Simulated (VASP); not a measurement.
A run of VASP 6.6.1 is set up as follows.

The input INCAR:

```
SYSTEM = La
ALGO     = Normal         ! electronic algorithm
EDIFF    = 1E-6           ! SCF threshold, eV
ENCUT    = 520            ! plane-wave cutoff, eV
GGA      = PE             ! functional
ISIF     = 2              ! what is computed and relaxed
ISMEAR   = -1             ! smearing method
LASPH    = .True.         ! aspherical terms in the spheres
LCHARG   = .True.         ! write CHGCAR
LELF     = .True.         ! ELF
LREAL    = .False.        ! projectors in reciprocal space
LVHAR    = .True.       
LWAVE    = .False.        ! write WAVECAR
NBANDS   = 18             ! bands
NELM     = 60             ! most SCF steps
PREC     = Accurate       ! precision mode
SIGMA    = 0.05           ! smearing width, eV
```

File KPOINTS:

```
k-points
0
Gamma
  9 9 9
  0 0 0
```

The input POSCAR:

```
La
1.0
    0.0000000000      3.1992588865      3.1992588865
    3.1992588865      0.0000000000      3.1992588865
    3.1992588865      3.1992588865      0.0000000000
La
2
Direct
   -0.1250000000     -0.1250000000     -0.1250000000
    0.1250000000      0.1250000000      0.1250000000
```

Potentials or basis: VASP PAW PBE potentials, release 64 (La).

The run is started by

```sh
$ cat potpaw_PBE.64/La/POTCAR > POTCAR
$ mpirun -np 1 vasp_std > vasp.out
```

(1) Predict the band gap on the k mesh.

(2) Estimate the pressure.

Results:

(1) zero (bands 11 and 12 overlap by 0.09 eV).

(2) 8.1 GPa.

Caveat: the cell stands under pressure; spin-orbit coupling is left out, which moves the levels of the heavy elements.
